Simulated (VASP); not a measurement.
# HgTe (F-43m) in VASP: settings compared, part 2 of 2

VASP 6.6.1. The steps go on from the part before.

## (4) Single point, PBE-based screened hybrid with 25 % exact exchange

This run uses another cell than the first one, of 35.21 Å³/atom.

POSCAR reads:

```
HgTe
1.0
    0.0000000000      3.2775454177      3.2775454177
    3.2775454177      0.0000000000      3.2775454177
    3.2775454177      3.2775454177      0.0000000000
Hg Te
1 1
Direct
    0.0000000000      0.0000000000      0.0000000000
    0.7500000000      0.7500000000      0.7500000000
```

INCAR.step1 reads:

```
  ALGO = Normal
  EDIFF = 1E-5
  ENCUT = 520
  GGA = PE
  ISIF = 2
  ISMEAR = -1
  LASPH = T
  LCHARG = F
  LREAL = F
  LWAVE = T
  NBANDS = 16
  NELM = 60
  PREC = Accurate
  SIGMA = 0.05
```

INCAR.step2 reads:

```
  AEXX = 0.25
  ALGO = Normal
  EDIFF = 1E-6
  ENCUT = 520
  GGA = PE
  HFSCREEN = 0.3
  ISIF = 2
  ISMEAR = -1
  ISTART = 1
  LASPH = T
  LCHARG = F
  LHFCALC = T
  LREAL = F
  LWAVE = F
  NBANDS = 16
  NELM = 60
  PREC = Accurate
  PRECFOCK = Normal
  SIGMA = 0.05
```

KPOINTS reads:

```
k-points
0
Gamma
  4 4 4
```

Potentials or basis: VASP PAW PBE potentials, release 64 (Hg, Te).

The run is started by

```console
$ cat potpaw_PBE.64/Hg/POTCAR potpaw_PBE.64/Te/POTCAR > POTCAR
$ cp INCAR.step1 INCAR
$ mpirun -np 1 vasp_std > vasp.out
$ cp INCAR.step2 INCAR
$ mpirun -np 1 vasp_std > vasp.out
```

OUTCAR:

```text
AEXX = 0.25
   EDIFF = 1E-6
   ENCUT = 520
   GGA = PE
   HFSCREEN = 0.3
   ISIF = 2
   ISMEAR = -1
   ISTART = 1
   LASPH = T
   LHFCALC = T
   LREAL = F
   NELM = 60
   PREC = Accurate
   PRECFOCK = Normal

 ion  position               nearest neighbor table
   1  0.000  0.000  0.000-   2 2.84   2 2.84   2 2.84   2 2.84
   2  0.750  0.750  0.750-   1 2.84   1 2.84   1 2.84   1 2.84

  LATTYP: Found a face centered cubic cell.
 ALAT       =     6.5550908354

  Lattice vectors:

 A1 = (   0.0000000000,   3.2775454177,   3.2775454177)
 A2 = (   3.2775454177,   0.0000000000,   3.2775454177)
 A3 = (   3.2775454177,   3.2775454177,   0.0000000000)

Analysis of symmetry for initial positions (statically):
=====================================================================
 Subroutine PRICEL returns:
 Original cell was already a primitive cell.

 Routine SETGRP: Setting up the symmetry group for a
 face centered cubic supercell.

 Subroutine GETGRP returns: Found 24 space group operations
 (whereof 24 operations were pure point group operations)
 out of a pool of 48 trial point group operations.

The static configuration has the point symmetry T_d .

Analysis of symmetry for dynamics (positions and initial velocities):
=====================================================================
 Subroutine PRICEL returns:
 Original cell was already a primitive cell.

 Routine SETGRP: Setting up the symmetry group for a
 face centered cubic supercell.

 Subroutine GETGRP returns: Found 24 space group operations
 (whereof 24 operations were pure point group operations)
 out of a pool of 48 trial point group operations.

The dynamic configuration has the point symmetry T_d .

 Subroutine INISYM returns: Found 24 space group operations
 (whereof 24 operations are pure point group operations),
 and found     1 'primitive' translations

----------------------------------------------------------------------------------------

                                     Primitive cell

  volume of cell :      70.4168

  direct lattice vectors                    reciprocal lattice vectors
     0.000000000  3.277545418  3.277545418    -0.152553187  0.152553187  0.152553187
     3.277545418  0.000000000  3.277545418     0.152553187 -0.152553187  0.152553187
     3.277545418  3.277545418  0.000000000     0.152553187  0.152553187 -0.152553187

  length of vectors
     4.635149181  4.635149181  4.635149181     0.264229871  0.264229871  0.264229871

  position of ions in fractional coordinates (direct lattice)
     0.000000000  0.000000000  0.000000000
     0.750000000  0.750000000  0.750000000

  ion indices of the primitive-cell ions
   primitive index   ion index
                 1           1
                 2           2

----------------------------------------------------------------------------------------

 KPOINTS: k-points

Automatic generation of k-mesh.
 Grid dimensions read from file:
 generate k-points for:    4    4    4

 Generating k-lattice:

  Cartesian coordinates                     Fractional coordinates (reciprocal lattice)
    -0.038138297  0.038138297  0.038138297     0.250000000  0.000000000  0.000000000
     0.038138297 -0.038138297  0.038138297     0.000000000  0.250000000  0.000000000
     0.038138297  0.038138297 -0.038138297     0.000000000  0.000000000  0.250000000

  Length of vectors
     0.066057468  0.066057468  0.066057468

  Shift w.r.t. Gamma in fractional coordinates (k-lattice)
     0.000000000  0.000000000  0.000000000

 Subroutine IBZKPT returns following result:
 ===========================================

 Found      8 irreducible k-points:

 Following reciprocal coordinates:
            Coordinates               Weight
  0.000000  0.000000  0.000000      1.000000
  0.250000  0.000000  0.000000      8.000000
  0.500000  0.000000  0.000000      4.000000
  0.250000  0.250000  0.000000      6.000000
  0.500000  0.250000  0.000000     24.000000
 -0.250000  0.250000  0.000000     12.000000
  0.500000  0.500000  0.000000      3.000000
 -0.250000  0.500000  0.250000      6.000000
   k-points           NKPTS =      8   k-points in BZ     NKDIM =     64   number of bands    NBANDS=     16
   number of dos      NEDOS =    301   number of ions     NIONS =      2
   total plane-waves  NPLWV =  46656
   dimension x,y,z NGX =    36 NGY =   36 NGZ =   36
   dimension x,y,z NGXF=    72 NGYF=   72 NGZF=   72
   ions per type =               1   1
   NGX,Y,Z   is equivalent  to a cutoff of  12.91, 12.91, 12.91 a.u.
   NGXF,Y,Z  is equivalent  to a cutoff of  25.82, 25.82, 25.82 a.u.
 SYSTEM =  unknown system
   PREC   = accura    normal or accurate (medium, high low for compatibility)
   ISTART =      1    job   : 0-new  1-cont  2-samecut
   ICHARG =      0    charge: 1-file 2-atom 10-const
   ISPIN  =      1    spin polarized calculation?
   LNONCOLLINEAR =      F non collinear calculations
   LSORBIT =      F    spin-orbit coupling
   LASPH  =      T    aspherical Exc in radial PAW
   ENCUT  =  520.0 eV  38.22 Ry    6.18 a.u.   8.62  8.62  8.62*2*pi/ulx,y,z
   NELM   =     60;   NELMIN=  2; NELMDL=  0     # of ELM steps
   EDIFF  = 0.1E-05   stopping-criterion for ELM
   LREAL  =      F    real-space projection
   EDIFFG = 0.1E-04   stopping-criterion for IOM
   NSW    =      0    number of steps for IOM
   IBRION =     -1    ionic relax: 0-MD 1-quasi-New 2-CG
   NFREE  =      0    steps in history (QN), initial steepest desc. (CG)
   ISIF   =      2    stress and relaxation
   ISYM   =      3    0-nonsym 1-usesym 2-fastsym
   POTIM  = 0.5000    time-step for ionic-motion
   TEBEG  =    0.0;   TEEND  =   0.0 temperature during run
   PSTRESS=    0.0 pullay stress
   NELECT =      18.0000    total number of electrons
   NUPDOWN=      -1.0000    fix difference up-down
   EMIN   =  10.00;   EMAX   =-10.00  energy-range for DOS
   EFERMI =   0.00;   METHOD = LEGACY
   ISMEAR =    -1;   SIGMA  =   0.05  broadening in eV -4-tet -1-fermi 0-gaus
   EFERMI_NEDOS =   21; number of points for ismear=-14 and -15
   IALGO  =     38    algorithm
   IMIX   =      1    mixing-type and parameters
     AMIX     =   0.40;   BMIX     =  1.00
     AMIX_MAG =   1.60;   BMIX_MAG =  1.00
  volume/ion in A,a.u.               =      35.21       237.60
  Fermi-wavevector in a.u.,A,eV,Ry     =   1.038979  1.963386 14.687193  1.079478
  Thomas-Fermi vector in A             =   2.173489
   LORBIT       =      0    0 simple, 1 ext, 2 COOP (PROOUT), +10 PAW based schemes
   GGA     = PE    functional components
   LHFCALC =     T    Hartree Fock is set to
   PRECFOCK=normal    Normal, Fast or Accurate (Low or Medium for compatibility)
   ENCUT4O =  -1.0   cutoff for four orbital integrals eV
   NKREDX  =     1    reduce k-point grid by
   NKREDY  =     1    reduce k-point grid by
   NKREDZ  =     1    reduce k-point grid by
   AEXX    =    0.2500 exact exchange contribution
   HFSCREEN=    0.3000 screening length (either q_TF or 0.3 A-1)
   HFSCREENC=   0.3000 screening length for correlation (either q_TF or 0.3 A-1)
   ENCUTFOCK=  -1.0 apply spherical cutoff to Coloumb kernel
   IVDW    =     0    specifies the selected vdW correction
   LEPSILON=     F    determine dielectric tensor
   LRPA    =     F    only Hartree local field effects (RPA)
 non-spin polarized calculation
  energy-cutoff  :      520.00
  volume of cell :       70.42
 maximum number of plane-waves:      1924
 NGX is ok and might be reduce to    36
  NGX = 28; NGY = 28; NGZ = 28

 number of electron      18.0000002 magnetization

 Free energy of the ion-electron system (eV)
  ---------------------------------------------------
  ext. energy  EPLUGINS =         0.00000000
  ---------------------------------------------------
  free energy    TOTEN  =        -4.48948050 eV

  energy without entropy =       -4.48648575  energy(sigma->0) =       -4.48798313

 E-fermi :   2.3358     XC(G=0):  -7.2724

 val. band max:        2.3010662916   @ k =   0.0000   0.0000   0.0000
 cond. band min:       3.5087969058   @ k =   0.5000   0.0000   0.0000
 fundamental gap:      1.2077306142
 Fermi energy:         2.3357841230

 k-point     1 :       0.0000    0.0000    0.0000
  band No.  band energies     occupation
      1     -10.2942      2.00000
      2      -5.8263      2.00000
      3      -5.8263      2.00000
      4      -5.8263      2.00000
      5      -5.3456      2.00000
      6      -5.3456      2.00000
[... 129 lines left out ...]
      3      -5.5870      2.00000
      4      -5.3937      2.00000
      5      -5.3618      2.00000
      6      -4.7231      2.00000
[... 8 lines left out ...]
     15      14.0491      0.00000
     16      14.1198      0.00000

------------------------ aborting loop because EDIFF is reached ----------------------------------------

  FORCE on cell =-STRESS in cart. coord.  units (eV):
  Direction    XX          YY          ZZ          XY          YZ          ZX
  --------------------------------------------------------------------------------------
  -------------------------------------------------------------------------------------
  Total        0.3198394      0.3198394      0.3198394     -0.0000000     -0.0000000      0.0000000
  in kB        7.2772343      7.2772343      7.2772343     -0.0000000     -0.0000000      0.0000000
  external PRESSURE =       7.2772343 kB  Pullay stress =       0.0000000 kB

 VOLUME and BASIS-vectors are now :
 -----------------------------------------------------------------------------
  energy-cutoff  :      520.00
  volume of cell :       70.42
      direct lattice vectors                 reciprocal lattice vectors
     0.000000000  3.277545418  3.277545418    -0.152553187  0.152553187  0.152553187
     3.277545418  0.000000000  3.277545418     0.152553187 -0.152553187  0.152553187
     3.277545418  3.277545418  0.000000000     0.152553187  0.152553187 -0.152553187

 POSITION                                       TOTAL-FORCE (eV/Angst)
 -----------------------------------------------------------------------------------
      0.00000      0.00000      0.00000         0.000000      0.000000      0.000000
      4.91632      4.91632      4.91632        -0.000000     -0.000000     -0.000000
 -----------------------------------------------------------------------------------
    total drift:                                0.000047      0.000039      0.000037

  FREE ENERGIE OF THE ION-ELECTRON SYSTEM (eV)
  ---------------------------------------------------
  free  energy   TOTEN  =        -4.4894804996 eV

  energy  without entropy=       -4.4864857511  energy(sigma->0) =       -4.48798313
```

Run time: 5.6 min. Hardware: 1 thread of Intel Xeon 6975P-C (Granite Rapids), shared host; peak memory 0.31 GiB.

Results:

| Property | Result |
| --- | --- |
| Free energy | -4.4895 eV |
| Pressure | 0.7 GPa |
| Band gap on the k mesh | zero (filled and empty bands touch) |

Caveat: the k points lie up to 0.42 Å⁻¹ apart; the PAW data sets were made with another functional, which shifts forces and pressure a little; spin-orbit coupling is left out, which moves the levels of the heavy elements.

## (5) Single point, PBE

This run uses another cell than the first one, of 33.22 Å³/atom.

INCAR reads:

```
SYSTEM = HgTe
PREC = Accurate ; ENCUT = 520
EDIFF = 1E-6 ; ISMEAR = 0
SIGMA = 0.02 ; LREAL = .False.
LASPH = .True. ; NELM = 80
ALGO = Normal ; ISIF = 2
LWAVE = .False. ; LCHARG = .False.
GGA = PE ; NBANDS = 16
```

KPOINTS reads:

```
Automatic mesh
0
Gamma
  7 7 7
  0 0 0
```

POSCAR reads:

```
HgTe
1.0
    0.0000000000      3.2145000000      3.2145000000
    3.2145000000      0.0000000000      3.2145000000
    3.2145000000      3.2145000000      0.0000000000
Hg Te
1 1
Direct
    0.0000000000      0.0000000000      0.0000000000
    0.7500000000      0.7500000000      0.7500000000
```

The run is started by

```console
$ cat potpaw_PBE.64/Hg/POTCAR potpaw_PBE.64/Te/POTCAR > POTCAR
$ mpirun -np 1 vasp_std > vasp.out
```

Run time: 14 s. Hardware: 1 thread of Intel Xeon 6975P-C (Granite Rapids), shared host; peak memory 0.21 GiB.

Results (log left out):

```yaml
Free_energy: -3.5513 eV
Pressure: 4.6 GPa
Band_gap_on_the_k_mesh: zero (filled and empty bands touch)
```

Levels at points of the mesh, in eV from the Fermi level:
| k point | band 7 | band 8 | band 9 | band 10 | band 11 | band 12 |
| --- | --- | --- | --- | --- | --- | --- |
| (0.00, 0.00, 0.00) | -0.69 | -0.01 | -0.01 | -0.01 | 4.19 | 4.19 |

Caveat: the cell stands under pressure; semilocal functionals underestimate gaps, and a narrow one can read as zero; spin-orbit coupling is left out, which moves the levels of the heavy elements.

## (6) Summary

```csv
level,cell,k mesh,smearing,grid for exact exchange (PRECFOCK),share of exact exchange,screening parameter,gap on the mesh (eV),pressure (GPa)
PBE-based screened hybrid with 25 % exact exchange,"a = 4.576 Å, angles 60.0°, 2 atoms",4 × 4 × 4,fermi-dirac 0.05 eV,Normal,0.25,0.3 1/Å,none,2.5
PBE-based screened hybrid with 25 % exact exchange,"a = 4.606 Å, angles 60.0°, 2 atoms",4 × 4 × 4,fermi-dirac 0.05 eV,Normal,0.25,0.3 1/Å,none,1.6
PBE-based screened hybrid with 25 % exact exchange,"a = 4.635 Å, angles 60.0°, 2 atoms",4 × 4 × 4,fermi-dirac 0.05 eV,Normal,0.25,0.3 1/Å,none,0.7
PBE,"a = 4.546 Å, angles 60.0°, 2 atoms",7 × 7 × 7,gaussian 0.02 eV,-,-,-,none,4.6
```

Alike in all rows: task single point; potentials or basis VASP PAW PBE potentials, release 64 (Hg, Te); no spin polarisation; cutoff (eV) 520.

Caveats: some runs use coarse meshes; spin-orbit coupling is left out, which moves the levels of the heavy elements; the PAW data sets were made with another functional, which shifts forces and pressure a little (at least some runs); the cell stands under pressure (at least some runs); semilocal functionals underestimate gaps, and a narrow one can read as zero (at least some runs).

Absolute energies hang on the potentials; compare differences alone.

The gap in the log of VASP goes by the Fermi energy; the results here count the filled bands.